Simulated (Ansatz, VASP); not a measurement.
## Sn3GeO8: VASP beside Ansatz

Contents of INCAR:

```
ALGO = Normal ; EDIFF = 1E-6
ENCUT = 520 ; GGA = PE
ISIF = 2 ; ISMEAR = 0
LASPH = T ; LCHARG = F
LREAL = F ; LWAVE = F
NBANDS = 64 ; NELM = 60
PREC = Accurate ; SIGMA = 0.1
```

The input KPOINTS:

```
k-points
0
Gamma
  4 4 4
```

The input POSCAR:

```
Sn3GeO8
1.0
   -3.1560212000     -3.3551892000      3.3637332000
   -3.1560212000      3.3551892000     -3.3637332000
    3.1560212000     -3.3551892000     -3.3637332000
Sn Ge O
3 1 8
Direct
    0.5000000000      0.5000000000      1.0000000000
    0.2493010000      0.7493010000      0.5000000000
    0.7506990000      0.2506990000      0.5000000000
    0.0000000000      0.0000000000      0.0000000000
    0.2985970000      1.0000000000      0.2985970000
    0.8033850000      0.5000000000      0.3033850000
    0.2329190000      0.0461590000      0.8132400000
    0.7670810000      0.5803210000      0.8132400000
    0.7014030000      0.0000000000      0.7014030000
    0.1966150000      0.5000000000      0.6966150000
    0.2329190000      0.4196790000      0.1867600000
    0.7670810000      0.9538410000      0.1867600000
```

Input for Ansatz:

```yaml
crystal:
  lattice:
    - [-3.1560212, -3.3551892, 3.3637332]
    - [-3.1560212, 3.3551892, -3.3637332]
    - [3.1560212, -3.3551892, -3.3637332]
  atoms:
    - { symbol: Sn, position: [0.5, 0.5, 1.0] }
    - { symbol: Sn, position: [0.249301, 0.749301, 0.5] }
    - { symbol: Sn, position: [0.750699, 0.250699, 0.5] }
    - { symbol: Ge, position: [0.0, 0.0, 0.0] }
    - { symbol: O, position: [0.298597, 1.0, 0.298597] }
    - { symbol: O, position: [0.803385, 0.5, 0.303385] }
    - { symbol: O, position: [0.232919, 0.046159, 0.81324] }
    - { symbol: O, position: [0.767081, 0.580321, 0.81324] }
    - { symbol: O, position: [0.701403, 0.0, 0.701403] }
    - { symbol: O, position: [0.196615, 0.5, 0.696615] }
    - { symbol: O, position: [0.232919, 0.419679, 0.18676] }
    - { symbol: O, position: [0.767081, 0.953841, 0.18676] }
basis:
  ecutwfc: 420
kpoints:
  mp_grid: { grid: [4, 4, 4] }
hamiltonian:
  xc: pbe
scf:
  occupations: { method: gaussian, width: 0.1 }
  lower_state_search: "off"
output:
  forces: true
  stress: true
  eigenvalues: true
```

Alike in both runs: task single point; functional PBE; k mesh 4 × 4 × 4; occupations gaussian, width 0.1 eV; no spin polarisation.

|  | VASP | Ansatz |
| --- | --- | --- |
| version | VASP 6.6.1 | Ansatz 0.2.0 |
| potentials or method | VASP PAW PBE potentials, release 64 (Sn_d, Ge_d, O), cutoff 520 eV | scalar-relativistic, plane waves, PAW |
| valence electrons in the cell | 104 | 104 |

Ansatz gave:

```
gap on the k mesh at the Fermi level (eV)                     : 0.67
least direct gap on the mesh (eV)                             : 0.67
pressure (GPa)                                                : 0.0
traceless stress, the component that is largest in VASP (GPa) : -0.03
rms of the force components (eV/Å)                            : 0.003
```

**Question.** Estimate VASP's values.

**Answer.** gap on the k mesh at the Fermi level (eV): 0.66; least direct gap on the mesh (eV): 0.66; pressure (GPa): 0.5; traceless stress, the component that is largest in VASP (GPa): 0.19; rms of the force components (eV/Å): 0.014.

Atom by atom the forces differ by 0.012 eV/Å (rms over components).
